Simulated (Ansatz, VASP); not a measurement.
**One calculation of HfO2, two programs**

The input INCAR:

```
SYSTEM = HfO2
PREC = Accurate
ENCUT = 520
EDIFF = 1E-6
ISMEAR = 0
SIGMA = 0.02
LREAL = .False.
LASPH = .True.
NELM = 60
ALGO = Normal
ISIF = 2
LWAVE = .False.
LCHARG = .True.
GGA = PE
LELF = .True.
LVHAR = .True.
NBANDS = 31
```

Contents of KPOINTS:

```
regular mesh
0
Gamma
  6 6 6
  0 0 0
```

The input POSCAR:

```
HfO2
1.0
    3.5580193300      0.0000000000      0.0000000000
    0.0000000000      3.5580193300      0.0000000000
    0.0000000000      0.0000000000      5.1718612100
Hf O
2 4
Direct
    0.5000000000      0.5000000000      0.5000000000
    0.0000000000      0.0000000000      0.0000000000
    0.0000000000      0.5000000000      0.6972078800
    0.5000000000      0.0000000000      0.8027921200
    0.5000000000      0.0000000000      0.3027921200
    0.0000000000      0.5000000000      0.1972078800
```

Input for Ansatz:

```yaml
crystal:
  lattice:
    - [3.55801933, 0.0, 0.0]
    - [0.0, 3.55801933, 0.0]
    - [0.0, 0.0, 5.17186121]
  atoms:
    - { symbol: Hf, position: [0.5, 0.5, 0.5] }
    - { symbol: Hf, position: [0.0, 0.0, 0.0] }
    - { symbol: O, position: [0.0, 0.5, 0.69720788] }
    - { symbol: O, position: [0.5, 0.0, 0.80279212] }
    - { symbol: O, position: [0.5, 0.0, 0.30279212] }
    - { symbol: O, position: [0.0, 0.5, 0.19720788] }
basis:
  ecutwfc: 420
kpoints:
  mp_grid: { grid: [6, 6, 6] }
hamiltonian:
  xc: pbe
scf:
  occupations: { method: gaussian, width: 0.02 }
output:
  forces: true
  stress: true
  eigenvalues: true
  populations: true
```

Alike in both runs: task single point; functional PBE; k mesh 6 × 6 × 6; occupations gaussian, width 0.02 eV; no spin polarisation.

|  | VASP | Ansatz |
| --- | --- | --- |
| version | VASP 6.6.1 | Ansatz 0.2.0 |
| potentials or method | VASP PAW PBE potentials, release 64 (Hf_pv, O), cutoff 520 eV | scalar-relativistic, plane waves, PAW |
| valence electrons in the cell | 44 | 76 |

Ansatz gave:

* gap on the k mesh at the Fermi level (eV): 4.77
* least direct gap on the mesh (eV): 4.84
* pressure (GPa): 10.0
* traceless stress, the component that is largest in VASP (GPa): -0.61
* rms of the force components (eV/Å): 0.066

What did VASP give for the same quantities?

gap on the k mesh at the Fermi level (eV): 4.76; least direct gap on the mesh (eV): 4.83; pressure (GPa): 6.5; traceless stress, the component that is largest in VASP (GPa): -0.53; rms of the force components (eV/Å): 0.047.

Atom by atom the forces differ by 0.019 eV/Å (rms over components). VASP's potentials hold 44 valence electrons a cell and Ansatz's 76, so a difference there can come from the potentials and not from the codes.

Spin-orbit coupling is off throughout.
